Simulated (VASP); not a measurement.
# SiNi (rocksalt type) (Fm-3m) in VASP: a series of runs

Runs on SiNi (rocksalt type). Level: PBE. Tasks: single point.

Program: VASP 6.6.1. These are calculated values, not measurements. Logs are shortened: lines on timing, memory, paths and dates and some standing lists are left out, and cuts for length are marked.

### Step 1. The cell of the first run

Symmetry: Fm-3m, No. 225, cubic system. Conventional cell: a = 4.086 Å, b = 4.086 Å, c = 4.086 Å, α = 90.00°, β = 90.00°, γ = 90.00°. Ni (site symmetry m-3m) has 6 Si at 2.04 Å within 2.7 Å. Within 2.7 Å of Si (site symmetry m-3m) lie 6 Ni at 2.04 Å.

### Step 2. Single point, PBE (8.52 Å³/atom)

The input, INCAR:

```
SYSTEM = SiNi
PREC = Accurate
ENCUT = 520
EDIFF = 1E-7
ISMEAR = -1
SIGMA = 0.08
LREAL = .FALSE.
LASPH = .TRUE.
NELM = 60
ALGO = Normal
ISIF = 2
LWAVE = .FALSE.
LCHARG = .FALSE.
GGA = PE
NBANDS = 14
```

The input, KPOINTS:

```
regular mesh
0
G
  14 14 14
  0 0 0
```

The input, POSCAR:

```
SiNi
1.0
    0.0000000000      2.0427944923      2.0427944923
    2.0427944923      0.0000000000      2.0427944923
    2.0427944923      2.0427944923      0.0000000000
Ni Si
1 1
Direct
    0.0000000000      0.0000000000      0.0000000000
    0.5000000000      0.5000000000      0.5000000000
```

Potentials or basis: VASP PAW PBE potentials, release 64 (Ni, Si).

Started as:

```sh
$ cat potpaw_PBE.64/Ni/POTCAR potpaw_PBE.64/Si/POTCAR > POTCAR
$ mpirun -np 1 vasp_std > vasp.out
```

OUTCAR:

```text
SYSTEM = SiNi
   PREC = Accurate
   ENCUT = 520
   EDIFF = 1E-7
   ISMEAR = -1
   LREAL = .FALSE.
   LASPH = .TRUE.
   NELM = 60
   ISIF = 2
   GGA = PE

 ion  position               nearest neighbor table
   1  0.000  0.000  0.000-   2 2.04   2 2.04   2 2.04   2 2.04   2 2.04   2 2.04
   2  0.500  0.500  0.500-   1 2.04   1 2.04   1 2.04   1 2.04   1 2.04   1 2.04

  LATTYP: Found a face centered cubic cell.
 ALAT       =     4.0855889846

  Lattice vectors:

 A1 = (   0.0000000000,   2.0427944923,   2.0427944923)
 A2 = (   2.0427944923,   0.0000000000,   2.0427944923)
 A3 = (   2.0427944923,   2.0427944923,   0.0000000000)

Analysis of symmetry for initial positions (statically):
=====================================================================
 Subroutine PRICEL returns:
 Original cell was already a primitive cell.

 Routine SETGRP: Setting up the symmetry group for a
 face centered cubic supercell.

 Subroutine GETGRP returns: Found 48 space group operations
 (whereof 48 operations were pure point group operations)
 out of a pool of 48 trial point group operations.

The static configuration has the point symmetry O_h .

Analysis of symmetry for dynamics (positions and initial velocities):
=====================================================================
 Subroutine PRICEL returns:
 Original cell was already a primitive cell.

 Routine SETGRP: Setting up the symmetry group for a
 face centered cubic supercell.

 Subroutine GETGRP returns: Found 48 space group operations
 (whereof 48 operations were pure point group operations)
 out of a pool of 48 trial point group operations.

The dynamic configuration has the point symmetry O_h .

 Subroutine INISYM returns: Found 48 space group operations
 (whereof 48 operations are pure point group operations),
 and found     1 'primitive' translations

----------------------------------------------------------------------------------------

                                     Primitive cell

  volume of cell :      17.0492

  direct lattice vectors                    reciprocal lattice vectors
     0.000000000  2.042794492  2.042794492    -0.244762751  0.244762751  0.244762751
     2.042794492  0.000000000  2.042794492     0.244762751 -0.244762751  0.244762751
     2.042794492  2.042794492  0.000000000     0.244762751  0.244762751 -0.244762751

  length of vectors
     2.888947676  2.888947676  2.888947676     0.423941521  0.423941521  0.423941521

  position of ions in fractional coordinates (direct lattice)
     0.000000000  0.000000000  0.000000000
     0.500000000  0.500000000  0.500000000

  ion indices of the primitive-cell ions
   primitive index   ion index
                 1           1
                 2           2

----------------------------------------------------------------------------------------

 KPOINTS: regular mesh

Automatic generation of k-mesh.
 Grid dimensions read from file:
 generate k-points for:   14   14   14

 Generating k-lattice:

  Cartesian coordinates                     Fractional coordinates (reciprocal lattice)
    -0.017483054  0.017483054  0.017483054     0.071428571  0.000000000  0.000000000
     0.017483054 -0.017483054  0.017483054     0.000000000  0.071428571  0.000000000
     0.017483054  0.017483054 -0.017483054     0.000000000  0.000000000  0.071428571

  Length of vectors
     0.030281537  0.030281537  0.030281537

  Shift w.r.t. Gamma in fractional coordinates (k-lattice)
     0.000000000  0.000000000  0.000000000

 Subroutine IBZKPT returns following result:
 ===========================================

 Found    104 irreducible k-points:

 Following reciprocal coordinates:
            Coordinates               Weight
  0.000000  0.000000  0.000000      1.000000
  0.071429  0.000000  0.000000      8.000000
  0.142857  0.000000  0.000000      8.000000
  0.214286  0.000000  0.000000      8.000000
  0.285714  0.000000  0.000000      8.000000
  0.357143  0.000000  0.000000      8.000000
[... 16 lines left out ...]
  0.214286  0.142857  0.000000     24.000000
  0.285714  0.142857  0.000000     24.000000
 [... further k-points ...]
   k-points           NKPTS =    104   k-points in BZ     NKDIM =    104   number of bands    NBANDS=     14
   number of dos      NEDOS =    301   number of ions     NIONS =      2
   total plane-waves  NPLWV =  13824
   dimension x,y,z NGX =    24 NGY =   24 NGZ =   24
   dimension x,y,z NGXF=    48 NGYF=   48 NGZF=   48
   ions per type =               1   1
   NGX,Y,Z   is equivalent  to a cutoff of  13.81, 13.81, 13.81 a.u.
   NGXF,Y,Z  is equivalent  to a cutoff of  27.62, 27.62, 27.62 a.u.
 SYSTEM =  SiNi
   PREC   = accura    normal or accurate (medium, high low for compatibility)
   ISTART =      0    job   : 0-new  1-cont  2-samecut
   ICHARG =      2    charge: 1-file 2-atom 10-const
   ISPIN  =      1    spin polarized calculation?
   LNONCOLLINEAR =      F non collinear calculations
   LSORBIT =      F    spin-orbit coupling
   LASPH  =      T    aspherical Exc in radial PAW
   ENCUT  =  520.0 eV  38.22 Ry    6.18 a.u.   5.37  5.37  5.37*2*pi/ulx,y,z
   NELM   =     60;   NELMIN=  2; NELMDL= -5     # of ELM steps
   EDIFF  = 0.1E-06   stopping-criterion for ELM
   LREAL  =      F    real-space projection
   EDIFFG = 0.1E-05   stopping-criterion for IOM
   NSW    =      0    number of steps for IOM
   IBRION =     -1    ionic relax: 0-MD 1-quasi-New 2-CG
   NFREE  =      0    steps in history (QN), initial steepest desc. (CG)
   ISIF   =      2    stress and relaxation
   ISYM   =      2    0-nonsym 1-usesym 2-fastsym
   POTIM  = 0.5000    time-step for ionic-motion
   TEBEG  =    0.0;   TEEND  =   0.0 temperature during run
   PSTRESS=    0.0 pullay stress
   NELECT =      14.0000    total number of electrons
   NUPDOWN=      -1.0000    fix difference up-down
   EMIN   =  10.00;   EMAX   =-10.00  energy-range for DOS
   EFERMI =   0.00;   METHOD = LEGACY
   ISMEAR =    -1;   SIGMA  =   0.08  broadening in eV -4-tet -1-fermi 0-gaus
   EFERMI_NEDOS =   21; number of points for ismear=-14 and -15
   IALGO  =     38    algorithm
   IMIX   =      4    mixing-type and parameters
     AMIX     =   0.40;   BMIX     =  1.00
     AMIX_MAG =   1.60;   BMIX_MAG =  1.00
  volume/ion in A,a.u.               =       8.52        57.53
  Fermi-wavevector in a.u.,A,eV,Ry     =   1.533026  2.896999 31.975984  2.350168
  Thomas-Fermi vector in A             =   2.640150
   LORBIT       =      0    0 simple, 1 ext, 2 COOP (PROOUT), +10 PAW based schemes
   GGA     = PE    functional components
   LHFCALC =     F    Hartree Fock is set to
   AEXX    =    0.0000 exact exchange contribution
   IVDW    =     0    specifies the selected vdW correction
   LEPSILON=     F    determine dielectric tensor
   LRPA    =     F    only Hartree local field effects (RPA)
 non-spin polarized calculation
  energy-cutoff  :      520.00
  volume of cell :       17.05
 maximum number of plane-waves:       471
 NGX is ok and might be reduce to    24
   NGX = 11   NGY = 11   NGZ = 11

 number of electron      13.9999998 magnetization

 Free energy of the ion-electron system (eV)
  ---------------------------------------------------
  ext. energy  EPLUGINS =         0.00000000
  ---------------------------------------------------
  free energy    TOTEN  =        -7.50702185 eV

  energy without entropy =       -7.48785085  energy(sigma->0) =       -7.49743635

 E-fermi :  16.5341     XC(G=0): -14.0380

 val. band max:       16.4718697972   @ k =  -0.3571   0.3571   0.1429
 cond. band min:      16.5424774741   @ k =   0.4286   0.2857   0.0714
 fundamental gap:      0.0706076768
 Fermi energy:        16.5340649202

 k-point     1 :       0.0000    0.0000    0.0000
  band No.  band energies     occupation
      1       0.2138      2.00000
      2      11.5084      2.00000
      3      11.5084      2.00000
      4      11.5084      2.00000
      5      11.7340      2.00000
      6      11.7340      2.00000
      7      22.7912      0.00000
      8      22.7912      0.00000
      9      22.7912      0.00000
     10      28.2622      0.00000
     11      28.2622      0.00000
     12      28.2622      0.00000
     13      28.6408      0.00000
     14      34.4100      0.00000

 k-point     2 :       0.0714    0.0000    0.0000
  band No.  band energies     occupation
      1       0.3541      2.00000
      2      11.4168      2.00000
      3      11.5333      2.00000
      4      11.5333      2.00000
      5      11.7124      2.00000
      6      11.7124      2.00000
      7      22.0790      0.00000
      8      22.8290      0.00000
      9      22.8290      0.00000
     10      27.1905      0.00000
     11      28.3815      0.00000
     12      28.3815      0.00000
     13      30.3153      0.00000
     14      33.2246      0.00000

 k-point     3 :       0.1429    0.0000    0.0000
  band No.  band energies     occupation
      1       0.7718      2.00000
      2      11.1421      2.00000
      3      11.4378      2.00000
      4      11.4378      2.00000
      5      11.8275      2.00000
      6      11.8275      2.00000
      7      20.4144      0.00000
      8      22.9254      0.00000
      9      22.9254      0.00000
     10      26.5213      0.00000
     11      28.5885      0.00000
     12      28.5885      0.00000
     13      31.7536      0.00000
     14      31.7536      0.00000
[... 324 lines left out ...]
 k-point    23 :       0.2143    0.1429    0.0000
  band No.  band energies     occupation
      1       1.4511      2.00000
      2      10.8738      2.00000
      3      10.9588      2.00000
      4      11.6241      2.00000
      5      11.8548      2.00000
      6      12.0787      2.00000
      7      19.9342      0.00000
      8      20.8064      0.00000
      9      23.2448      0.00000
     10      25.3929      0.00000
     11      26.3829      0.00000
     12      29.9475      0.00000
     13      30.1032      0.00000
     14      34.4945      0.00000

 k-point    24 :       0.2857    0.1429    0.0000
  band No.  band energies     occupation
      1       2.2044      2.00000
      2      10.3954      2.00000
      3      10.7144      2.00000
      4      11.4249      2.00000
      5      12.1314      2.00000
      6      12.4256      2.00000
      7      18.0839      0.00000
      8      20.4846      0.00000
      9      23.4968      0.00000
     10      24.6373      0.00000
     11      26.3062      0.00000
     12      30.0077      0.00000
     13      30.1212      0.00000
     14      34.4209      0.00000

 [... further k-points ...]

------------------------ aborting loop because EDIFF is reached ----------------------------------------

  FORCE on cell =-STRESS in cart. coord.  units (eV):
  Direction    XX          YY          ZZ          XY          YZ          ZX
  --------------------------------------------------------------------------------------
  -------------------------------------------------------------------------------------
  Total       17.8685583     17.8685583     17.8685583     -0.0000000      0.0000000     -0.0000000
  in kB     1679.1754056   1679.1754056   1679.1754056     -0.0000000      0.0000000     -0.0000000
  external PRESSURE =    1679.1754056 kB  Pullay stress =       0.0000000 kB

 VOLUME and BASIS-vectors are now :
 -----------------------------------------------------------------------------
  energy-cutoff  :      520.00
  volume of cell :       17.05
      direct lattice vectors                 reciprocal lattice vectors
     0.000000000  2.042794492  2.042794492    -0.244762751  0.244762751  0.244762751
     2.042794492  0.000000000  2.042794492     0.244762751 -0.244762751  0.244762751
     2.042794492  2.042794492  0.000000000     0.244762751  0.244762751 -0.244762751

 POSITION                                       TOTAL-FORCE (eV/Angst)
 -----------------------------------------------------------------------------------
      0.00000      0.00000      0.00000        -0.000000      0.000000     -0.000000
      2.04279      2.04279      2.04279         0.000000      0.000000      0.000000
 -----------------------------------------------------------------------------------
    total drift:                                0.000000     -0.000000     -0.000000

  FREE ENERGIE OF THE ION-ELECTRON SYSTEM (eV)
  ---------------------------------------------------
  free  energy   TOTEN  =        -7.5070218473 eV

  energy  without entropy=       -7.4878508514  energy(sigma->0) =       -7.49743635
```

Run time: 19 s. Hardware: 1 thread of Intel Xeon Platinum 8259CL at 2.50GHz (Skylake/Cascade Lake), shared host; peak memory 0.15 GiB.

Results:

| Quantity | Value |
| --- | --- |
| Free energy | -7.5070 eV |
| Pressure | 167.9 GPa |
| Band gap on the k mesh | zero (bands 7 and 8 overlap by 7.94 eV) |

Levels at points of the mesh, in eV from the Fermi level:
```
           k point  band 4  band 5  band 6  band 7  band 8  band 9  band 10  band 11
(0.00, 0.00, 0.00)   -5.03   -4.80   -4.80    6.26    6.26    6.26    11.73    11.73
(0.50, 0.00, 0.00)   -5.94   -3.40   -3.40   -2.03    6.81    6.81     8.18     8.67
(0.50, 0.50, 0.00)   -4.10   -3.05   -3.05   -1.08   -0.51   -0.51     6.91     7.22
```

Caveat: the cell stands under pressure.

### Step 3. Single point, PBE (9.59 Å³/atom)

This run uses another cell than the first one, of 9.59 Å³/atom.

The input, INCAR:

```
SYSTEM = SiNi
PREC = Accurate ; ENCUT = 520
EDIFF = 1E-7 ; ISMEAR = -1
SIGMA = 0.08 ; LREAL = .FALSE.
LASPH = .TRUE. ; NELM = 80
ALGO = Normal ; ISIF = 2
LWAVE = .FALSE. ; LCHARG = .FALSE.
GGA = PE ; NBANDS = 14
```

KPOINTS is that of step 2.

The input, POSCAR:

```
SiNi
1.0
    0.0000000000      2.1245918887      2.1245918887
    2.1245918887      0.0000000000      2.1245918887
    2.1245918887      2.1245918887      0.0000000000
Ni Si
1 1
Direct
    0.0000000000      0.0000000000      0.0000000000
    0.5000000000      0.5000000000      0.5000000000
```

Potentials or basis: VASP PAW PBE potentials, release 64 (Ni, Si).

Started as:

```sh
$ cat potpaw_PBE.64/Ni/POTCAR potpaw_PBE.64/Si/POTCAR > POTCAR
$ mpirun -np 1 vasp_std > vasp.out
```

It took 18 s on 1 thread of Intel Xeon Platinum 8259CL at 2.50GHz (Skylake/Cascade Lake), shared host; peak memory 0.15 GiB.

The run converged. Its results:

* Free energy: -9.2198 eV
* Pressure: 95.7 GPa
* Band gap on the k mesh: zero (bands 7 and 8 overlap by 7.01 eV)

Levels at points of the mesh, in eV from the Fermi level:
```tsv
k point	band 5	band 6	band 7	band 8	band 9	band 10
(0.00, 0.00, 0.00)	-4.04	-4.04	5.56	5.56	5.56	11.25
(0.50, 0.00, 0.00)	-2.87	-2.87	-1.77	6.70	6.70	7.75
(0.50, 0.50, 0.00)	-2.57	-2.57	-0.97	-0.42	-0.42	6.11
```

Caveat: the cell stands under pressure.
